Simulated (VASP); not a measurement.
# BaTiO3 (P4mm) in VASP: notebook

Aim: see how the results for BaTiO3 move with the level of theory and the settings. Levels: PBE, PBE+D3(BJ), RPBE. Tasks: relaxation of cell and atoms.

Everything below comes from runs of VASP 6.6.1. Logs are shortened: lines on timing, memory, paths and dates and some standing lists are left out, and cuts for length are marked.

**1. The cell of the first run**

Symmetry: P4mm, No. 99, tetragonal system. Conventional cell: a = 4.000 Å, b = 4.000 Å, c = 4.018 Å, α = 90.00°, β = 90.00°, γ = 90.00°. Ba (site symmetry 4mm) has 12 O at 2.79 to 2.88 Å and 8 Ti at 3.45 to 3.49 Å within 3.7 Å. Ti (site symmetry 4mm) has 6 O at 1.89 to 2.13 Å within 2.5 Å. O (site symmetry 4mm) has 2 Ti at 1.89 to 2.13 Å within 2.5 Å. Within 2.9 Å of O (site symmetry 2mm) lie 2 Ti at 2.00 Å and 4 Ba at 2.79 to 2.88 Å and 8 O at 2.83 to 2.84 Å.

**2. Relaxation of cell and atoms, PBE**

Contents of INCAR:

```
PREC = Accurate
ENCUT = 600
EDIFF = 1E-6
ISMEAR = 0
SIGMA = 0.01
LREAL = F
LASPH = T
NELM = 80
ALGO = Normal
ISIF = 3
LWAVE = F
LCHARG = F
GGA = PE
IBRION = 2
NSW = 80
EDIFFG = -0.01
```

Contents of KPOINTS:

```
Automatic mesh
0
Gamma
  6 6 6
```

Contents of POSCAR:

```
BaTiO3
1.0
    3.9998000000      0.0000000000      0.0000000000
    0.0000000000      3.9998000000      0.0000000000
    0.0000000000      0.0000000000      4.0180000000
Ba Ti O
1 1 3
Direct
    0.0000000000      0.0000000000      0.0000000000
    0.5000000000      0.5000000000      0.4900000000
    0.5000000000      0.5000000000      0.0190000000
    0.5000000000      0.0000000000      0.5170000000
    0.0000000000      0.5000000000      0.5170000000
```

Potentials or basis: VASP PAW PBE potentials, release 64 (Ba_sv, Ti_sv, O).

Command:

```
$ cat potpaw_PBE.64/Ba_sv/POTCAR potpaw_PBE.64/Ti_sv/POTCAR potpaw_PBE.64/O/POTCAR > POTCAR
$ mpirun -np 1 vasp_std > vasp.out
```

OUTCAR:

```text
PREC = Accurate
   ENCUT = 600
   EDIFF = 1E-6
   ISMEAR = 0
   LREAL = F
   LASPH = T
   NELM = 80
   ISIF = 3
   GGA = PE
   IBRION = 2
   NSW = 80
   EDIFFG = -0.01

 ion  position               nearest neighbor table
   1  0.000  0.000  0.000-   4 2.79   5 2.79   5 2.79   4 2.79   3 2.83   3 2.83   3 2.83   3 2.83
                             4 2.88   5 2.88   5 2.88   4 2.88   2 3.45   2 3.45   2 3.45   2 3.45
   2  0.500  0.500  0.490-   3 1.89   4 2.00   5 2.00   4 2.00   5 2.00   3 2.13   1 3.45   1 3.45
                             1 3.45   1 3.45   1 3.49   1 3.49   1 3.49   1 3.49
   3  0.500  0.500  0.019-   2 1.89   2 2.13   1 2.83   1 2.83   1 2.83   1 2.83
   4  0.500  0.000  0.517-   2 2.00   2 2.00   1 2.79   1 2.79   1 2.88   1 2.88
   5  0.000  0.500  0.517-   2 2.00   2 2.00   1 2.79   1 2.79   1 2.88   1 2.88

  LATTYP: Found a simple tetragonal cell.
 ALAT       =     3.9998000000
 C/A-ratio  =     1.0045502275

  Lattice vectors:

 A1 = (   3.9998000000,   0.0000000000,   0.0000000000)
 A2 = (   0.0000000000,   3.9998000000,   0.0000000000)
 A3 = (   0.0000000000,   0.0000000000,   4.0180000000)

Analysis of symmetry for initial positions (statically):
=====================================================================
 Subroutine PRICEL returns:
 Original cell was already a primitive cell.

 Routine SETGRP: Setting up the symmetry group for a
 simple tetragonal supercell.

 Subroutine GETGRP returns: Found  8 space group operations
 (whereof  8 operations were pure point group operations)
 out of a pool of 16 trial point group operations.

The static configuration has the point symmetry C_4v.

Analysis of symmetry for dynamics (positions and initial velocities):
=====================================================================
 Subroutine PRICEL returns:
 Original cell was already a primitive cell.

 Routine SETGRP: Setting up the symmetry group for a
 simple tetragonal supercell.

 Subroutine GETGRP returns: Found  8 space group operations
 (whereof  8 operations were pure point group operations)
 out of a pool of 16 trial point group operations.

The dynamic configuration has the point symmetry C_4v.

 Subroutine INISYM returns: Found  8 space group operations
 (whereof  8 operations are pure point group operations),
 and found     1 'primitive' translations

----------------------------------------------------------------------------------------

                                     Primitive cell

  volume of cell :      64.2816

  direct lattice vectors                    reciprocal lattice vectors
     3.999800000  0.000000000  0.000000000     0.250012501  0.000000000  0.000000000
     0.000000000  3.999800000  0.000000000     0.000000000  0.250012501  0.000000000
     0.000000000  0.000000000  4.018000000     0.000000000  0.000000000  0.248880040

  length of vectors
     3.999800000  3.999800000  4.018000000     0.250012501  0.250012501  0.248880040

  position of ions in fractional coordinates (direct lattice)
     0.000000000  0.000000000  0.000000000
     0.500000000  0.500000000  0.490000000
     0.500000000  0.500000000  0.019000000
     0.500000000  0.000000000  0.517000000
     0.000000000  0.500000000  0.517000000

  ion indices of the primitive-cell ions
   primitive index   ion index
                 1           1
                 2           2
                 3           3
                 4           4
                 5           5

----------------------------------------------------------------------------------------

 KPOINTS: Automatic mesh

Automatic generation of k-mesh.
 Grid dimensions read from file:
 generate k-points for:    6    6    6

 Generating k-lattice:

  Cartesian coordinates                     Fractional coordinates (reciprocal lattice)
     0.041668750  0.000000000  0.000000000     0.166666667  0.000000000  0.000000000
     0.000000000  0.041668750  0.000000000     0.000000000  0.166666667  0.000000000
     0.000000000  0.000000000  0.041480007     0.000000000  0.000000000  0.166666667

  Length of vectors
     0.041668750  0.041668750  0.041480007

  Shift w.r.t. Gamma in fractional coordinates (k-lattice)
     0.000000000  0.000000000  0.000000000

 Subroutine IBZKPT returns following result:
 ===========================================

 Found     40 irreducible k-points:

 Following reciprocal coordinates:
            Coordinates               Weight
  0.000000  0.000000  0.000000      1.000000
  0.166667  0.000000  0.000000      4.000000
  0.333333  0.000000  0.000000      4.000000
  0.500000  0.000000  0.000000      2.000000
  0.166667  0.166667  0.000000      4.000000
  0.333333  0.166667  0.000000      8.000000
[... 16 lines left out ...]
  0.333333  0.000000  0.333333      8.000000
  0.500000  0.000000  0.333333      4.000000
 [... further k-points ...]
   k-points           NKPTS =     40   k-points in BZ     NKDIM =     40   number of bands    NBANDS=     24
   number of dos      NEDOS =    301   number of ions     NIONS =      5
   total plane-waves  NPLWV =  32768
   dimension x,y,z NGX =    32 NGY =   32 NGZ =   32
   dimension x,y,z NGXF=    64 NGYF=   64 NGZF=   64
   ions per type =               1   1   3
   NGX,Y,Z   is equivalent  to a cutoff of  13.30, 13.30, 13.24 a.u.
   NGXF,Y,Z  is equivalent  to a cutoff of  26.60, 26.60, 26.48 a.u.
 SYSTEM =  unknown system
   PREC   = accura    normal or accurate (medium, high low for compatibility)
   ISTART =      0    job   : 0-new  1-cont  2-samecut
   ICHARG =      2    charge: 1-file 2-atom 10-const
   ISPIN  =      1    spin polarized calculation?
   LNONCOLLINEAR =      F non collinear calculations
   LSORBIT =      F    spin-orbit coupling
   LASPH  =      T    aspherical Exc in radial PAW
   ENCUT  =  600.0 eV  44.10 Ry    6.64 a.u.   7.99  7.99  8.02*2*pi/ulx,y,z
   NELM   =     80;   NELMIN=  2; NELMDL= -5     # of ELM steps
   EDIFF  = 0.1E-05   stopping-criterion for ELM
   LREAL  =      F    real-space projection
   EDIFFG = -.1E-01   stopping-criterion for IOM
   NSW    =     80    number of steps for IOM
   IBRION =      2    ionic relax: 0-MD 1-quasi-New 2-CG
   NFREE  =      1    steps in history (QN), initial steepest desc. (CG)
   ISIF   =      3    stress and relaxation
   ISYM   =      2    0-nonsym 1-usesym 2-fastsym
   POTIM  = 0.5000    time-step for ionic-motion
   TEBEG  =    0.0;   TEEND  =   0.0 temperature during run
   PSTRESS=    0.0 pullay stress
   NELECT =      40.0000    total number of electrons
   NUPDOWN=      -1.0000    fix difference up-down
   EMIN   =  10.00;   EMAX   =-10.00  energy-range for DOS
   EFERMI =   0.00;   METHOD = LEGACY
   ISMEAR =     0;   SIGMA  =   0.01  broadening in eV -4-tet -1-fermi 0-gaus
   EFERMI_NEDOS =   21; number of points for ismear=-14 and -15
   IALGO  =     38    algorithm
   IMIX   =      4    mixing-type and parameters
     AMIX     =   0.40;   BMIX     =  1.00
     AMIX_MAG =   1.60;   BMIX_MAG =  1.00
  volume/ion in A,a.u.               =      12.86        86.76
  Fermi-wavevector in a.u.,A,eV,Ry     =   1.397653  2.641181 26.578078  1.953434
  Thomas-Fermi vector in A             =   2.520888
   LORBIT       =      0    0 simple, 1 ext, 2 COOP (PROOUT), +10 PAW based schemes
   GGA     = PE    functional components
   LHFCALC =     F    Hartree Fock is set to
   AEXX    =    0.0000 exact exchange contribution
   IVDW    =     0    specifies the selected vdW correction
   LEPSILON=     F    determine dielectric tensor
   LRPA    =     F    only Hartree local field effects (RPA)
 conjugate gradient relaxation of ions
 non-spin polarized calculation
 Gauss-broadening in eV      SIGMA  =   0.01
  energy-cutoff  :      600.00
  volume of cell :       64.28
 maximum number of plane-waves:      2176
 NGX is ok and might be reduce to    32
   NGX = 15   NGY = 15   NGZ = 17

--------------------------------------- Ionic step        1  -------------------------------------------

 number of electron      39.9999999 magnetization

 Free energy of the ion-electron system (eV)
  ---------------------------------------------------
  ext. energy  EPLUGINS =         0.00000000
  ---------------------------------------------------
  free energy    TOTEN  =       -39.98893963 eV

  energy without entropy =      -39.98893963  energy(sigma->0) =      -39.98893963

------------------------ aborting loop because EDIFF is reached ----------------------------------------

  FORCE on cell =-STRESS in cart. coord.  units (eV):
  Direction    XX          YY          ZZ          XY          YZ          ZX
  --------------------------------------------------------------------------------------
  -------------------------------------------------------------------------------------
  Total        1.5023728      1.5023728      1.8752486      0.0000000      0.0000000      0.0000000
  in kB       37.4456887     37.4456887     46.7393803      0.0000000      0.0000000      0.0000000
  external PRESSURE =      40.5435859 kB  Pullay stress =       0.0000000 kB
[... 98 lines left out ...]
  FREE ENERGIE OF THE ION-ELECTRON SYSTEM (eV)
  ---------------------------------------------------
  free  energy   TOTEN  =       -40.0131439846 eV

  energy  without entropy=      -40.0131439846  energy(sigma->0) =      -40.01314398

[... ionic steps 4 to 17 ...]

--------------------------------------- Ionic step       18  -------------------------------------------

 number of electron      39.9999994 magnetization

------------------------ aborting loop because EDIFF is reached ----------------------------------------

  FORCE on cell =-STRESS in cart. coord.  units (eV):
  Direction    XX          YY          ZZ          XY          YZ          ZX
  --------------------------------------------------------------------------------------
  -------------------------------------------------------------------------------------
  Total        0.0126894      0.0126894     -0.0225055      0.0000000      0.0000000      0.0000000
  in kB        0.3016213      0.3016213     -0.5349469      0.0000000      0.0000000      0.0000000
  external PRESSURE =       0.0227652 kB  Pullay stress =       0.0000000 kB
[... 63 lines left out ...]
  energy  without entropy=      -40.0455752393  energy(sigma->0) =      -40.04557524

--------------------------------------- Ionic step       20  -------------------------------------------

 number of electron      39.9999994 magnetization

 Free energy of the ion-electron system (eV)
  ---------------------------------------------------
  ext. energy  EPLUGINS =         0.00000000
  ---------------------------------------------------
  free energy    TOTEN  =       -40.04560562 eV

  energy without entropy =      -40.04560562  energy(sigma->0) =      -40.04560562

 E-fermi :   3.7660     XC(G=0): -10.9693

 val. band max:        3.6817233750   @ k =   0.5000   0.5000   0.5000
 cond. band min:       5.4489244823   @ k =   0.0000   0.0000   0.0000
 fundamental gap:      1.7672011072
 Fermi energy:         3.7659912252

 k-point     1 :       0.0000    0.0000    0.0000
  band No.  band energies     occupation
      1     -53.0096      2.00000
      2     -29.3425      2.00000
      3     -29.2027      2.00000
      4     -29.2027      2.00000
      5     -21.5523      2.00000
      6     -13.3219      2.00000
[... 637 lines left out ...]
     23       7.2520      0.00000
     24       8.3457      0.00000

 [... further k-points ...]
[... 5 lines left out ...]
  --------------------------------------------------------------------------------------
  -------------------------------------------------------------------------------------
  Total        0.0056122      0.0056122      0.0127868      0.0000000      0.0000000      0.0000000
  in kB        0.1333777      0.1333777      0.3038845      0.0000000      0.0000000      0.0000000
  external PRESSURE =       0.1902133 kB  Pullay stress =       0.0000000 kB
[... 20 lines left out ...]
  FREE ENERGIE OF THE ION-ELECTRON SYSTEM (eV)
  ---------------------------------------------------
  free  energy   TOTEN  =       -40.0456056199 eV

  energy  without entropy=      -40.0456056199  energy(sigma->0) =      -40.04560562

 reached required accuracy - stopping structural energy minimisation
```

Run time: 35 min. Hardware: 1 thread of AMD EPYC, shared host; peak memory 0.22 GiB.

What came out:

```yaml
Free_energy: -40.0456 eV
Relaxed_volume: 13.48 Å³/atom
Relaxed_cell: a = 3.996 Å, b = 3.996 Å, c = 4.222 Å, α = 90.00°, β = 90.00°, γ = 90.00°
Space_group_after_relaxing_to_0.1_Å: P4mm (No. 99)
Energy_gained_by_relaxing: 11.3 meV/atom
Ionic_steps: 20
Pressure_after_relaxing: 0.0 GPa
Largest_force_after_relaxing: 0.006 eV/Å
Band_gap_on_the_k_mesh: 1.77 eV (least direct gap 2.34 eV)
```

Forces in eV/Å, atoms in the order of the input:
```
Ba   0.000  0.000 -0.006
Ti   0.000  0.000  0.001
O    0.000  0.000 -0.005
O    0.000  0.000  0.005
O    0.000  0.000  0.005
```

The path:
```csv
step,energy change (eV),largest force (eV/Å),pressure (GPa),volume (Å³)
1,0.0000,0.2783,4.05,64.28
2,-0.0133,0.4567,-3.17,67.36
3,-0.0242,0.3772,-0.43,66.09
4,-0.0339,0.2279,-0.16,66.20
5,-0.0401,0.1439,0.48,66.38
6,-0.0456,0.1392,0.13,66.74
7,-0.0485,0.1998,-0.50,67.69
8,-0.0492,0.1751,-0.38,67.43
9,-0.0531,0.1355,-0.04,67.18
10,-0.0534,0.1204,0.10,67.10
11,-0.0553,0.0800,0.26,67.07
12,-0.0557,0.0661,0.41,67.05
13,-0.0559,0.0916,-0.44,67.44
14,-0.0562,0.0579,-0.09,67.28
15,-0.0564,0.0231,-0.02,67.29
16,-0.0565,0.0225,0.03,67.30
17,-0.0566,0.0231,0.02,67.33
18,-0.0566,0.0253,0.00,67.40
19,-0.0566,0.0337,0.06,67.43
20,-0.0567,0.0056,0.02,67.42
```

Final structure:
```yaml
crystal:
  lattice:
    - [3.99598, 0.00000, 0.00000]
    - [0.00000, 3.99598, 0.00000]
    - [0.00000, 0.00000, 4.22197]
  atoms:
    - { symbol: Ba, position: [0.00000, 0.00000, 0.99079] }
    - { symbol: Ti, position: [0.50000, 0.50000, 0.47176] }
    - { symbol: O, position: [0.50000, 0.50000, 0.04169] }
    - { symbol: O, position: [0.50000, 0.00000, 0.51938] }
    - { symbol: O, position: [0.00000, 0.50000, 0.51938] }
```

Caveat: spin-orbit coupling is left out, which moves the levels of the heavy elements. PBE usually gives volumes a little too large and moduli too small.

**3. Relaxation of cell and atoms, PBE+D3(BJ)**

Contents of INCAR:

```
  PREC = Accurate
  ENCUT = 600
  EDIFF = 1E-6
  ISMEAR = 0
  SIGMA = 0.01
  LREAL = False
  LASPH = True
  NELM = 80
  ALGO = Normal
  ISIF = 3
  LWAVE = False
  LCHARG = False
  GGA = PE
  IVDW = 12
  IBRION = 2
  NSW = 80
  EDIFFG = -0.01
```

Contents of KPOINTS:

```
regular mesh
0
Gamma
  6 6 6
```

POSCAR is that of step 2.

Potentials or basis: VASP PAW PBE potentials, release 64 (Ba_sv, Ti_sv, O).

Command:

```
$ cat potpaw_PBE.64/Ba_sv/POTCAR potpaw_PBE.64/Ti_sv/POTCAR potpaw_PBE.64/O/POTCAR > POTCAR
$ mpirun -np 1 vasp_std > vasp.out
```

Run time: 19 min. Hardware: 1 thread of AMD EPYC, shared host; peak memory 0.23 GiB.

The run converged. Its results:

* Free energy: -41.3260 eV
* Relaxed volume: 13.06 Å³/atom
* Relaxed cell: a = 3.985 Å, b = 3.985 Å, c = 4.111 Å, α = 90.00°, β = 90.00°, γ = 90.00°
* Space group after relaxing (to 0.1 Å): P4mm (No. 99)
* Energy gained by relaxing: 3.1 meV/atom
* Ionic steps: 14
* Pressure after relaxing: 0.0 GPa
* Largest force after relaxing: 0.004 eV/Å
* Band gap on the k mesh: 1.79 eV (least direct gap 2.26 eV)
* Dispersion energy per atom: -0.260 eV

Forces in eV/Å, atoms in the order of the input:
```
Ba   0.000  0.000 -0.004
Ti   0.000  0.000  0.003
O    0.000  0.000  0.002
O    0.000  0.000  0.000
O    0.000  0.000  0.000
```

The path:
```tsv
step	energy change (eV)	largest force (eV/Å)	pressure (GPa)	volume (Å³)
1	0.0000	0.2792	0.68	64.28
2	-0.0063	0.1923	-0.35	64.79
3	-0.0076	0.1790	-1.06	65.18
4	-0.0110	0.0983	-0.16	64.98
5	-0.0112	0.1002	0.14	64.92
6	-0.0127	0.0783	0.19	64.94
7	-0.0139	0.0749	0.26	64.96
8	-0.0138	0.1179	0.42	65.01
9	-0.0143	0.0836	0.32	64.99
10	-0.0152	0.0663	-0.14	65.25
11	-0.0152	0.0636	-0.31	65.35
12	-0.0155	0.0684	0.10	65.27
13	-0.0156	0.0544	0.02	65.29
14	-0.0157	0.0040	0.01	65.28
```

Final structure:
```xyz
5
Lattice="3.9848 0.0000 0.0000 0.0000 3.9848 0.0000 0.0000 0.0000 4.1114" Properties=species:S:1:pos:R:3 pbc="T T T"
Ba    0.0000    0.0000    4.0989
Ti    1.9924    1.9924    1.9686
O     1.9924    1.9924    0.1321
O     1.9924    0.0000    2.1279
O     0.0000    1.9924    2.1279
```

Levels at points of the mesh, in eV from the valence-band top:
| k point | band 16 | band 17 | band 18 | band 19 | band 20 | band 21 | band 22 | band 23 | band 24 |
| --- | --- | --- | --- | --- | --- | --- | --- | --- | --- |
| (0.00, 0.00, 0.00) | -1.51 | -1.25 | -0.65 | -0.47 | -0.47 | 1.79 | 2.25 | 2.25 | 4.02 |
| (0.50, 0.00, 0.00) | -1.98 | -1.93 | -1.72 | -1.32 | -1.12 | 2.35 | 3.48 | 3.55 | 4.08 |
| (0.50, 0.50, 0.00) | -2.89 | -1.92 | -1.09 | -1.09 | -0.07 | 3.58 | 3.58 | 3.94 | 4.39 |
| (0.00, 0.00, 0.50) | -2.07 | -2.03 | -1.99 | -0.73 | -0.73 | 1.93 | 3.48 | 3.48 | 4.02 |
| (0.50, 0.00, 0.50) | -2.67 | -1.80 | -1.06 | -1.01 | -0.38 | 3.50 | 3.51 | 3.82 | 4.83 |
| (0.50, 0.50, 0.50) | -2.55 | -2.55 | -0.30 | -0.30 | 0.00 | 4.07 | 4.07 | 4.14 | 6.23 |

Caveat: spin-orbit coupling is left out, which moves the levels of the heavy elements.

[end of part 1 of 2]
